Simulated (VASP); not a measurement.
# ZnS: single point with PBE-based global hybrid with 20 % exact exchange

Crystal: ZnS.

```
CELL_PARAMETERS angstrom
0.00000 2.70465 2.70465
2.70465 0.00000 2.70465
2.70465 2.70465 0.00000
ATOMIC_POSITIONS crystal
Zn 0.00000 0.00000 0.00000
S 0.75000 0.75000 0.75000
```

```json
{
 "Program": "VASP 6.6.1",
 "Task": "single point",
 "Functional": "PBE-based global hybrid with 20 % exact exchange",
 "Potentials or basis": "VASP PAW PBE potentials, release 64 (Zn, S)",
 "Cutoff": "520 eV",
 "k mesh": "4 × 4 × 4",
 "Occupations": "gaussian, width 0.05 eV",
 "Spin": "no spin polarisation"
}
```

```json
{
  "Pressure": "0.9 GPa",
  "Band gap on the k mesh": "3.66 eV"
}
```

Levels at points of the mesh, in eV from the valence-band top:
| k point | band 5 | band 6 | band 7 | band 8 | band 9 | band 10 | band 11 | band 12 | band 13 | band 14 |
| --- | --- | --- | --- | --- | --- | --- | --- | --- | --- | --- |
| (0.00, 0.00, 0.00) | -7.12 | -7.12 | 0.00 | 0.00 | 0.00 | 3.66 | 8.03 | 8.03 | 8.03 | 13.53 |
| (0.50, 0.00, 0.00) | -7.09 | -6.89 | -5.56 | -0.91 | -0.91 | 4.89 | 8.54 | 8.54 | 10.54 | 13.91 |
| (0.50, 0.50, 0.00) | -7.05 | -6.85 | -4.93 | -2.33 | -2.33 | 4.77 | 5.62 | 12.83 | 13.95 | 13.95 |

It took 4.9 min on 1 thread of AMD EPYC 9R45 96-Core Processor (Zen 5) (shared host), peak memory 0.13 GiB.

Caveat: the k points lie up to 0.50 Å⁻¹ apart; the PAW data sets were made with another functional, which shifts forces and pressure a little.
